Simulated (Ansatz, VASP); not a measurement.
**Two plane-wave programs on Cu**

```
CELL_PARAMETERS angstrom
4.12996 0.00000 0.00000
-2.06498 3.57665 0.00000
0.00000 0.00000 2.47253
ATOMIC_POSITIONS crystal
Cu 0.00000 0.00000 0.00000
Cu 0.33333 0.66667 0.50000
Cu 0.66667 0.33333 0.50000
```

Alike in both runs: functional PBE; k mesh 9 × 9 × 12; occupations fermi-dirac, width 0.08 eV; no spin polarisation.

Ansatz relaxed the structure, and its values are those at the end. VASP's run is a single point on that final structure, the one shown.

|  | VASP | Ansatz |
| --- | --- | --- |
| version | VASP 6.6.1 | Ansatz 0.2.0 |
| potentials or method | VASP PAW PBE potentials, release 64 (Cu) | PAW with Ansatz's default frozen-core files, scalar-relativistic |
| plane-wave cutoff (eV) | 520 | 420 |
| valence electrons in the cell | 33 | 57 |

```csv
,VASP,Ansatz,Ansatz less VASP
pressure (GPa),0.8,0.0,-0.76
```

With one functional, cell and mesh, what is left measures potentials, basis and numerics. VASP's potentials hold 33 valence electrons a cell and Ansatz's 57, so a difference there can come from the potentials and not from the codes.
